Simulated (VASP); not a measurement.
Runs of VASP 6.6.1 on Si3Sn. The structure is that of space group Pm-3m (No. 221), or close to it. The cells are those of the table. 

```tsv
task	cell	k mesh	cutoff (eV)	gap on the mesh (eV)	pressure (GPa)	relaxed volume (Å³/atom)
single point	a = 4.196 Å, 4 atoms	6 × 6 × 6	520	none	0.0	-
single point	a = 4.196 Å, 4 atoms	10 × 10 × 10	520	none	(a)	-
relaxation of cell and atoms	relaxed from a = 3.392 Å, 4 atoms	6 × 6 × 6	600	none	-0.2	18.52
relaxation of cell and atoms	relaxed from a = 4.196 Å, 4 atoms	10 × 10 × 10	600	none	0.0	18.45
```

Alike in all rows: level PBE; potentials or basis VASP PAW PBE potentials, release 64 (Si, Sn_d); no spin polarisation; smearing gaussian 0.1 eV.

Estimate the missing entries.

(a) -0.1.

Caveats: spin-orbit coupling is left out, which moves the levels of the heavy elements; the volume moved by over 15 % at a fixed basis, so the end points are rough (some runs).

A k mesh can miss the band edges, and the runs leave out spin-orbit coupling on Sn.

A gap of «none» marks levels without a gap at the run's occupations.
